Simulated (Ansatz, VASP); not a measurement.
**Two plane-wave programs on Sr2Be4Ru**

```
Sr Ru Be
1.0
     0.00000    3.87306    0.00000
     3.87306    0.00000    0.00000
     1.93653    1.93653   -6.35437
Sr Ru Be
2 1 4
Direct
  0.35380 0.35380 0.29240
  0.64620 0.64620 0.70760
  0.00000 0.00000 0.00000
  0.50000 0.00000 0.00000
  0.00000 0.50000 0.00000
  0.16300 0.16300 0.67400
  0.83700 0.83700 0.32600
```

Alike in both runs: task single point; functional r2SCAN; k mesh 9 × 9 × 9; occupations gaussian, width 0.0386 eV; no spin polarisation.

|  | VASP | Ansatz |
| --- | --- | --- |
| version | VASP 6.6.1 | Ansatz 0.2.0 |
| potentials or method | VASP PAW PBE potentials, release 64 (Sr_sv, Ru_pv, Be), cutoff 520 eV | PAW plane waves |
| valence electrons in the cell | 42 | 44 |

|  | VASP | Ansatz | Ansatz less VASP |
| --- | --- | --- | --- |
| rms of the force components (eV/Å) | 0.382 | 0.399 | +0.0163 |

VASP's potentials were made for PBE, not for r2SCAN. Atom by atom the forces differ by 0.016 eV/Å (rms over components). VASP's potentials hold 42 valence electrons a cell and Ansatz's 44, so a difference there can come from the potentials and not from the codes.
